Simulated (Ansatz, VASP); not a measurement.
## Two plane-wave programs on HPt6

Contents of INCAR:

```
SYSTEM = HPt6
PREC = Accurate
ENCUT = 520
EDIFF = 1E-6
ISMEAR = 0
SIGMA = 0.1
LREAL = .False.
LASPH = .True.
NELM = 60
ALGO = Normal
ISIF = 2
LWAVE = .False.
LCHARG = .False.
LDIPOL = .True.
IDIPOL = 3
DIPOL = 0.5 0.5 0.304
GGA = PE
NBANDS = 74
```

The input KPOINTS:

```
Automatic mesh
0
Gamma
  6 6 1
  0 0 0
```

POSCAR

```
HPt6
1.0
    5.6145835605      0.0000000000      0.0000000000
   -2.8072917802      4.8623719950      0.0000000000
    0.0000000000      0.0000000000     22.6197373747
Pt H
12 2
Direct
    0.3333333333      0.1666666667      0.1768367127
    0.3333333333      0.6666666667      0.1768367127
    0.8333333333      0.1666666667      0.1768367127
    0.8333333333      0.6666666667      0.1768367127
    0.1666666667      0.3333333333      0.2789580515
    0.1666666667      0.8333333333      0.2789580515
    0.6666666667      0.3333333333      0.2789580515
    0.6666666667      0.8333333333      0.2789580515
    0.0000000000      0.0000000000      0.3810715055
    0.0000000000      0.5000000000      0.3810715055
    0.5000000000      0.0000000000      0.3810715055
    0.5000000000      0.5000000000      0.3810715055
    0.1137496266      0.2274992532      0.4575533837
    0.3862503734      0.7725007468      0.4575533837
```

Input for Ansatz:

```yaml
crystal:
  lattice:
    - [5.6145835605, 0.0, 0.0]
    - [-2.8072917802, 4.862371995, 0.0]
    - [0.0, 0.0, 22.6197373747]
  atoms:
    - { symbol: Pt, position: [0.3333333333, 0.1666666667, 0.1768367127] }
    - { symbol: Pt, position: [0.3333333333, 0.6666666667, 0.1768367127] }
    - { symbol: Pt, position: [0.8333333333, 0.1666666667, 0.1768367127] }
    - { symbol: Pt, position: [0.8333333333, 0.6666666667, 0.1768367127] }
    - { symbol: Pt, position: [0.1666666667, 0.3333333333, 0.2789580515] }
    - { symbol: Pt, position: [0.1666666667, 0.8333333333, 0.2789580515] }
    - { symbol: Pt, position: [0.6666666667, 0.3333333333, 0.2789580515] }
    - { symbol: Pt, position: [0.6666666667, 0.8333333333, 0.2789580515] }
    - { symbol: Pt, position: [0.0, 0.0, 0.3810715055] }
    - { symbol: Pt, position: [0.0, 0.5, 0.3810715055] }
    - { symbol: Pt, position: [0.5, 0.0, 0.3810715055] }
    - { symbol: Pt, position: [0.5, 0.5, 0.3810715055] }
    - { symbol: H, position: [0.1137496266, 0.2274992532, 0.4575533837] }
    - { symbol: H, position: [0.3862503734, 0.7725007468, 0.4575533837] }
basis:
  ecutwfc: 420
kpoints:
  mp_grid: { grid: [6, 6, 1] }
hamiltonian:
  xc: pbe
scf:
  occupations: { method: gaussian, width: 0.1 }
output:
  forces: true
  eigenvalues: true
efield:
  axis: 3
  dipole_correction: true
  ramp_width: 0.04
```

Alike in both runs: task single point; functional PBE; k mesh 6 × 6 × 1; occupations gaussian, width 0.1 eV; no spin polarisation.

```csv
,VASP,Ansatz
version,VASP 6.6.1,Ansatz 0.2.0
potentials or method,"VASP PAW PBE potentials, release 64 (Pt, H), cutoff 520 eV","scalar-relativistic, plane waves, PAW"
valence electrons in the cell,122,218
```

VASP gave:

- gap on the k mesh at the Fermi level (eV): none
- rms of the force components (eV/Å): 0.705

Problem. Which values does Ansatz return?

Solution. gap on the k mesh at the Fermi level (eV): none; rms of the force components (eV/Å): 0.708.

Atom by atom the forces differ by 0.009 eV/Å (rms over components). A gap of «none» marks a metal or a gap that the smearing closes. With one functional, cell and mesh, what is left measures potentials, basis and numerics. VASP's potentials hold 122 valence electrons a cell and Ansatz's 218, so a difference there can come from the potentials and not from the codes.

Spin-orbit coupling is off throughout.
